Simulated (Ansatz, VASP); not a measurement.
Two plane-wave programs on PtS2

```
CELL_PARAMETERS angstrom
3.80894 0.00000 0.00000
-1.90447 3.06850 0.00000
0.00000 0.00000 5.03880
ATOMIC_POSITIONS crystal
Pt 0.00000 0.00000 0.00000
S 0.33333 0.66667 0.25000
S 0.66667 0.33333 0.75000
```

Change from the starting cell: strain +0.0750 x Voigt [1, 0, 0, 0, 0, 0], atoms carried along.

Alike in both runs: task single point; functional PBE; k mesh 12 × 12 × 8; occupations gaussian, width 0.05 eV; no spin polarisation.

|  | VASP | Ansatz |
| --- | --- | --- |
| version | VASP 6.6.1 | Ansatz 0.2.0 |
| potentials or method | VASP PAW PBE potentials, release 64 (Pt, S), cutoff 520 eV | scalar-relativistic, plane waves, PAW |
| valence electrons in the cell | 22 | 30 |

Ansatz gave:

```
gap on the k mesh at the Fermi level (eV)                     : 0.20
least direct gap on the mesh (eV)                             : 0.64
pressure (GPa)                                                : -6.9
traceless stress, the component that is largest in VASP (GPa) : -6.22
rms of the force components (eV/Å)                            : 0.450
```

Question: Estimate VASP's values.

Answer: gap on the k mesh at the Fermi level (eV): 0.21; least direct gap on the mesh (eV): 0.64; pressure (GPa): -7.2; traceless stress, the component that is largest in VASP (GPa): -6.24; rms of the force components (eV/Å): 0.463.

Atom by atom the forces differ by 0.015 eV/Å (rms over components). VASP's potentials hold 22 valence electrons a cell and Ansatz's 30, so a difference there can come from the potentials and not from the codes.

Neither program's run includes spin-orbit coupling.
